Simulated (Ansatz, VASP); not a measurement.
# Two plane-wave programs on InO

The input INCAR:

```
  ALGO = Normal
  EDIFF = 1E-7
  ENCUT = 520
  GGA = PE
  ISIF = 2
  ISMEAR = 0
  IVDW = 12
  LASPH = T
  LCHARG = T
  LELF = T
  LREAL = F
  LVHAR = T
  LWAVE = F
  NBANDS = 27
  NELM = 60
  PREC = Accurate
  SIGMA = 0.05
```

Contents of KPOINTS:

```
k-points
0
Gamma
  12 12 2
```

POSCAR

```
InO
1.0
    3.3440386077      0.0000000000      0.0000000000
   -1.6720193039      2.8960223855      0.0000000000
    0.0000000000      0.0000000000     16.2483227879
In O
2 2
Direct
    0.6666666667      0.3333333333      0.5895266171
    0.6666666667      0.3333333333      0.4104733829
    0.0000000000      0.0000000000      0.6398766429
    0.0000000000      0.0000000000      0.3601233571
```

Input for Ansatz:

```yaml
crystal:
  lattice:
    - [3.3440386077, 0.0, 0.0]
    - [-1.6720193039, 2.8960223855, 0.0]
    - [0.0, 0.0, 16.2483227879]
  atoms:
    - { symbol: In, position: [0.6666666667, 0.3333333333, 0.5895266171] }
    - { symbol: In, position: [0.6666666667, 0.3333333333, 0.4104733829] }
    - { symbol: O, position: [0.0, 0.0, 0.6398766429] }
    - { symbol: O, position: [0.0, 0.0, 0.3601233571] }
basis:
  ecutwfc: 420
kpoints:
  mp_grid: { grid: [12, 12, 2] }
hamiltonian:
  xc: pbe
  dispersion: d3bj
scf:
  occupations: { method: gaussian, width: 0.05 }
output:
  forces: true
  stress: true
  eigenvalues: true
```

Change from the starting cell: strain -0.025 along x and y, +0.025 along z, atoms carried along.

Alike in both runs: task single point; functional PBE; dispersion D3(BJ); k mesh 12 × 12 × 2; occupations gaussian, width 0.05 eV; no spin polarisation.

|  | VASP | Ansatz |
| --- | --- | --- |
| version | VASP 6.6.1 | Ansatz 0.2.0 |
| potentials or method | VASP PAW PBE potentials, release 64 (In_d, O), cutoff 520 eV | scalar-relativistic, plane waves, PAW |
| valence electrons in the cell | 38 | 38 |

VASP gave:

```
gap on the k mesh at the Fermi level (eV) : 0.29
least direct gap on the mesh (eV)         : 1.31
rms of the force components (eV/Å)        : 0.324
```

Q: Which values does Ansatz return?

A: gap on the k mesh at the Fermi level (eV): 0.30; least direct gap on the mesh (eV): 1.32; rms of the force components (eV/Å): 0.302.

Atom by atom the forces differ by 0.023 eV/Å (rms over components).
